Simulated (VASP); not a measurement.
Wanted: the native input for a VASP 6.6.1 run.

| Quantity | Value |
| --- | --- |
| Task | single point |
| Functional | PBEsol |
| Potentials or basis | VASP PAW PBE potentials, release 64 (Sn_d, Se) |
| Cutoff | 500 eV |
| k mesh | 3 × 3 × 2 |
| Occupations | gaussian, width 0.01 eV |
| Spin | no spin polarisation |
| Dipole correction | no |
| Further INCAR settings | ALGO = Normal; EDIFF = 1e-06; NBANDS = 20 |

The structure of SnSe2 lies in POSCAR:

```
SnSe2
1.0
    3.8110000000      0.0000000000      0.0000000000
   -1.9055000000      3.3004228100      0.0000000000
    0.0000000000      0.0000000000      6.1360000000
Sn Se
1 2
Direct
    0.0000000000      0.0000000000      0.0000000000
    0.3333333333      0.6666666667      0.2490000000
    0.6666666667      0.3333333333      0.7510000000
```

These files were run (other wordings do the same):

INCAR

```
ALGO     = Normal         # electronic algorithm
EDIFF    = 1E-6           # SCF threshold, eV
ENCUT    = 500            # plane-wave cutoff, eV
GGA      = PS             # functional
GGA_COMPAT= False        
ISIF     = 2              # what is computed and relaxed
ISMEAR   = 0              # smearing method
LASPH    = True           # aspherical terms in the spheres
LCHARG   = False          # write CHGCAR
LREAL    = False          # projectors in reciprocal space
LWAVE    = False          # write WAVECAR
NBANDS   = 20             # bands
NELM     = 120            # most SCF steps
PREC     = Accurate       # precision mode
SIGMA    = 0.01           # smearing width, eV
```

KPOINTS

```
k-points
0
Gamma
  3 3 2
```

Potentials or basis: VASP PAW PBE potentials, release 64 (Sn_d, Se).

Run with:

```console
$ cat potpaw_PBE.64/Sn_d/POTCAR potpaw_PBE.64/Se/POTCAR > POTCAR
$ mpirun -np 1 vasp_std > vasp.out
```

It gave:

```
Pressure               : 3.9 GPa
Largest force          : 0.511 eV/Å
Band gap on the k mesh : 0.97 eV, direct
```

Caveat: the k points lie up to 0.63 Å⁻¹ apart; the PAW data sets were made with another functional, which shifts forces and pressure a little; spin-orbit coupling is left out, which moves the levels of the heavy elements; this functional lacks dispersion, which binds the layers, so the pressure and a relaxed spacing across them are unreliable.

It took 21 s on 1 thread of Intel Xeon 8259CL (shared host), peak memory 0.18 GiB.
